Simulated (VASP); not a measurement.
A run of VASP 6.6.1:

Contents of INCAR:

```
PREC = Accurate ; ENCUT = 520
EDIFF = 1E-7 ; ISMEAR = -1
SIGMA = 0.05 ; LREAL = Auto
LASPH = True ; NELM = 100
ALGO = Normal ; ISIF = 2
LWAVE = False ; LCHARG = False
GGA = PS ; IVDW = 12
NBANDS = 76
```

Contents of KPOINTS:

```
Automatic mesh
0
Gamma
  2 2 2
  0.5 0.5 0.5
```

File POSCAR:

```
BeZn3Se4
1.0
   11.0750160000      0.0000000000      0.0000000000
    0.0000000000      5.5375080000      0.0000000000
    0.0000000000      0.0000000000      5.5375080000
Zn Se Be
6 8 2
Direct
    0.0037690000      0.0065740000      0.0053440000
    0.4960840000      0.0021660000      0.9813740000
    0.2445770000      0.4955310000      0.9956650000
    0.7482330000      0.5072640000      0.9967980000
    0.0032100000      0.4946850000      0.4943640000
    0.4983380000      0.5055450000      0.5001200000
    0.1217520000      0.2460930000      0.2411690000
    0.6258860000      0.2572770000      0.2589410000
    0.3746260000      0.7533270000      0.2421220000
    0.8759790000      0.7536780000      0.2565780000
    0.3768940000      0.2536410000      0.7565710000
    0.8732350000      0.2292020000      0.7507040000
    0.1270600000      0.7475390000      0.7532450000
    0.6229260000      0.7451460000      0.7469180000
    0.2498600000      0.0019610000      0.4901050000
    0.7491180000      0.0087310000      0.5021460000
```

Potentials or basis: VASP PAW PBE potentials, release 64 (Zn, Se, Be).

Run with:

```bash
$ cat potpaw_PBE.64/Zn/POTCAR potpaw_PBE.64/Se/POTCAR potpaw_PBE.64/Be/POTCAR > POTCAR
$ mpirun -np 1 vasp_std > vasp.out
```

Hardware: 1 thread of Intel(R) Xeon(R) Platinum 8488C (Sapphire Rapids), with other jobs on the host.

Question: Estimate the wall time of this run.

Answer: Run time: 2.8 min on 1 thread of Intel(R) Xeon(R) Platinum 8488C (Sapphire Rapids), with other jobs on the host, peak memory 0.39 GiB. Counts: scf iterations 17, k points 4.
